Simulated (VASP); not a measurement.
**AlFe (CsCl type): single point with PBE**

Crystal: AlFe (CsCl type).

```
Fe Al
1.0
     2.87000    0.00000    0.00000
     0.00000    2.87000    0.00000
     0.00000    0.00000    2.87000
Fe Al
1 1
Direct
  0.00697 0.00000 0.00000
  0.50000 0.50000 0.50000
```

| Item | Value |
| --- | --- |
| Program | VASP 6.6.1 |
| Task | single point |
| Functional | PBE |
| Potentials or basis | VASP PAW PBE potentials, release 64 (Fe, Al) |
| Cutoff | 600 eV |
| k mesh | 8 × 8 × 8 |
| Occupations | fermi-dirac, width 0.1 eV |
| Spin | no spin polarisation |
| Dipole correction | no |
| Further INCAR settings | ALGO = Normal; EDIFF = 1e-06; NBANDS = 12 |

```yaml
Pressure: 0.4 GPa
Largest_force: 0.162 eV/Å
Band_gap_on_the_k_mesh: zero (an odd number of electrons rules out a gap without spin polarisation)
```

Forces on the atoms (eV/Å):
```
Fe  -0.162  0.000  0.000
Al   0.162  0.000  0.000
```

Levels at points of the mesh, in eV from the Fermi level:
```csv
k point,band 2,band 3,band 4,band 5,band 6,band 7,band 8,band 9,band 10,band 11
"(0.00, 0.00, 0.00)",-2.22,-2.22,0.15,0.15,0.15,6.51,6.51,6.51,9.49,9.49
"(0.50, 0.00, 0.00)",-5.89,-1.56,-0.86,-0.86,0.27,1.27,8.79,11.24,11.24,12.17
"(0.00, 0.50, 0.00)",-5.89,-1.56,-0.86,-0.86,0.27,1.27,8.79,11.24,11.24,12.17
"(0.50, 0.50, 0.00)",-2.28,-2.01,-2.01,-0.61,-0.61,0.84,3.55,4.44,12.98,16.24
"(0.00, 0.50, 0.50)",-2.28,-2.01,-2.01,-0.61,-0.61,0.84,3.54,4.44,12.98,16.19
"(0.50, 0.50, 0.50)",-3.32,-3.32,0.88,0.88,3.12,3.12,3.12,4.39,6.25,6.25
```

Wall time 19 s on 1 thread of AMD EPYC 7R43 64-Core Processor (Zen 3) (shared host), peak memory 0.12 GiB.

Caveat: the run has no spin polarisation, though such a crystal can be magnetic. Spin polarisation is off, so any magnetic state and its effect on volume and gap are missing.
